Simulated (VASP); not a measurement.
Here is a VASP 6.6.1 calculation.

The input INCAR:

```
  PREC = Accurate
  ENCUT = 600
  EDIFF = 1E-6
  ISMEAR = 1
  SIGMA = 0.1
  LREAL = F
  LASPH = T
  NELM = 100
  ALGO = Normal
  ISIF = 3
  LWAVE = F
  LCHARG = F
  GGA = PE
  IBRION = 2
  NSW = 80
  EDIFFG = -0.005
```

KPOINTS

```
Automatic mesh
0
Gamma
  20 20 20
```

The input POSCAR:

```
Pd
1.0
    0.0000000000      1.9500000000      1.9500000000
    1.9500000000      0.0000000000      1.9500000000
    1.9500000000      1.9500000000      0.0000000000
Pd
1
Direct
    0.0000000000      0.0000000000      0.0000000000
```

Potentials or basis: VASP PAW PBE potentials, release 64 (Pd).

Command:

```sh
$ cat potpaw_PBE.64/Pd/POTCAR > POTCAR
$ mpirun -np 1 vasp_std > vasp.out
```

Q: Estimate the band gap on the k mesh.

A: Zero (band 5 reaches 9.46 eV, above the bottom of band 6 at 7.96 eV).

Q: Estimate the relaxed cell.

A: a = 2.785 Å, b = 2.785 Å, c = 2.785 Å, α = 60.00°, β = 60.00°, γ = 60.00°.

Q: Predict the relaxed volume.

A: 15.28 Å³/atom.

Q: What does it give for the space group after relaxing (to 0.05 Å)?

A: Fm-3m (No. 225).

Final structure:
```yaml
crystal:
  lattice:
    - [0.00000, 1.96945, 1.96945]
    - [1.96945, 0.00000, 1.96945]
    - [1.96945, 1.96945, 0.00000]
  atoms:
    - { symbol: Pd, position: [0.00000, 0.00000, 0.00000] }
```
